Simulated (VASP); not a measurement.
The system is PbO3.

```xyz
4
Lattice="0.0000 3.1799 3.1799 3.1799 0.0000 3.1799 3.1799 3.1799 0.0000" Properties=species:S:1:pos:R:3 pbc="T T T"
Pb    3.1799    3.1799    3.1799
O     1.5899    1.5899    1.5899
O     4.7698    4.7698    4.7698
O     0.0000    0.0000    0.0000
```

| Property | Result |
| --- | --- |
| Program | VASP 6.6.1 |
| Task | relaxation of cell and atoms |
| Functional | PBE |
| Potentials or basis | VASP PAW PBE potentials, release 64 (Pb_d, O) |
| Cutoff | 600 eV |
| k mesh | 6 × 6 × 6 |
| Occupations | gaussian, width 0.1 eV |
| Spin | no spin polarisation |

At the start: pressure -16.8 GPa; volume 16.08 Å³/atom.

Where does the relaxation end?

Over 4 steps the energy falls by 392.6 meV/atom and the volume is 11.06 Å³/atom (-31.2 %); space group Fm-3m (No. 225, to 0.05 Å).

The path:
```csv
step,energy change (eV),largest force (eV/Å),pressure (GPa),volume (Å³)
1,0.0000,0.0000,-16.76,64.31
2,-1.3601,0.0000,-10.66,49.89
3,-1.5691,0.0000,-1.02,44.71
4,-1.5703,0.0000,0.26,44.24
```

Final structure:
```
Pb O
1.0
     0.00000    2.80719    2.80719
     2.80719    0.00000    2.80719
     2.80719    2.80719    0.00000
Pb O
1 3
Direct
  0.50000 0.50000 0.50000
  0.25000 0.25000 0.25000
  0.75000 0.75000 0.75000
  0.00000 0.00000 0.00000
```

Caveat: the volume moved by over 15 % at a fixed basis, so the end points are rough.
